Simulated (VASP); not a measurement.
Runs of VASP 6.6.1 on B. The structure is that of space group Fd-3m (No. 227), or close to it. The cells are those of the table. This isn't the form of B at room conditions, which is rhombohedral.

```csv
task,cell,k mesh,gap on the mesh (eV),pressure (GPa),relaxed volume (Å³/atom)
single point,"a = 2.850 Å, angles 60.0°, 2 atoms",8 × 8 × 8,none,0.4,-
single point,"a = 2.851 Å, angles 60.0°, 2 atoms",24 × 24 × 24,none,(a),-
relaxation of cell and atoms,"relaxed from a = 2.850 Å, angles 60.0°, 2 atoms",24 × 24 × 24,none,-0.1,8.21
single point,"a = 2.826 Å, angles 60.0°, 2 atoms",8 × 8 × 8,none,5.4,-
relaxation of cell and atoms,"relaxed from a = 2.826 Å, angles 60.0°, 2 atoms",8 × 8 × 8,none,0.0,8.21
```

Alike in all rows: level PBEsol; potentials or basis VASP PAW PBE potentials, release 64 (B); no spin polarisation; cutoff (eV) 500; smearing gaussian 0.1 eV.

Task: Fill in the values left out.

Result: (a) 0.2.

Caveats: the PAW data sets were made with another functional, which shifts forces and pressure a little; the cell stands under pressure (at least some runs).

A gap of «none» marks levels without a gap at the run's occupations.
